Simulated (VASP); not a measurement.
A run of VASP 6.6.1:

The input INCAR:

```
  PREC = Accurate
  ENCUT = 520
  EDIFF = 1E-6
  ISMEAR = 0
  SIGMA = 0.15
  LREAL = F
  LASPH = T
  NELM = 80
  ALGO = Normal
  ISIF = 2
  LWAVE = F
  LCHARG = T
  GGA = PS
  LELF = T
  LVHAR = T
  NBANDS = 32
```

File KPOINTS:

```
Automatic mesh
0
Gamma
  16 16 16
```

POSCAR

```
VN2
1.0
   -2.1835806704      2.1835806704      2.5166634980
    2.1835806704     -2.1835806704      2.5166634980
    2.1835806704      2.1835806704     -2.5166634980
V N
2 4
Direct
    0.2500000000      0.2500000000      0.0000000000
    0.7500000000      0.7500000000      0.0000000000
    0.1142608421      0.6142608421      0.7285216842
    0.6142608421      0.8857391579      0.5000000000
    0.8857391579      0.3857391579      0.2714783159
    0.3857391579      0.1142608421      0.5000000000
```

Potentials or basis: VASP PAW PBE potentials, release 64 (V_sv, N).

Run with:

```console
$ cat potpaw_PBE.64/V_sv/POTCAR potpaw_PBE.64/N/POTCAR > POTCAR
$ mpirun -np 1 vasp_std > vasp.out
```

Hardware: 1 thread of Intel Xeon 8259CL, with other jobs on the host.

Q: How long does it take, and how much memory?

A: Wall time 12 min on 1 thread of Intel Xeon 8259CL, with other jobs on the host, peak memory 0.5 GiB. Counts: scf iterations 16, k points 349.
